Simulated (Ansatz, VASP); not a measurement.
# One calculation of BiPdN, two programs

```
Bi Pd N
1.0
     4.00706    0.00000    0.00000
    -2.00353    3.47022    0.00000
     0.00000    0.00000    4.37409
Bi Pd N
1 1 1
Cartesian
  2.0035 1.1567 2.1870
  0.0000 0.0000 0.0000
  0.0000 2.3135 2.1870
```

Change from the starting cell: species swapped into the BaSbPt type (P-6m2, No. 187).

Alike in both runs: task single point; functional PBE; k mesh 6 × 6 × 4; occupations gaussian, width 0.1 eV; no spin polarisation.

|  | VASP | Ansatz |
| --- | --- | --- |
| version | VASP 6.6.1 | Ansatz 0.2.0 |
| potentials or method | VASP PAW PBE potentials, release 64 (Bi_d, Pd, N), cutoff 520 eV | scalar-relativistic, plane waves, PAW |
| valence electrons in the cell | 30 | 38 |

Ansatz gave:

```
gap on the k mesh at the Fermi level (eV)                     : none
pressure (GPa)                                                : -3.6
traceless stress, the component that is largest in VASP (GPa) : -3.05
```

**Question.** Estimate VASP's values.

**Answer.** gap on the k mesh at the Fermi level (eV): none; pressure (GPa): -3.6; traceless stress, the component that is largest in VASP (GPa): -3.16.

A gap of «none» marks a metal or a gap that the smearing closes. VASP's potentials hold 30 valence electrons a cell and Ansatz's 38, so a difference there can come from the potentials and not from the codes.

Spin-orbit coupling is off throughout.
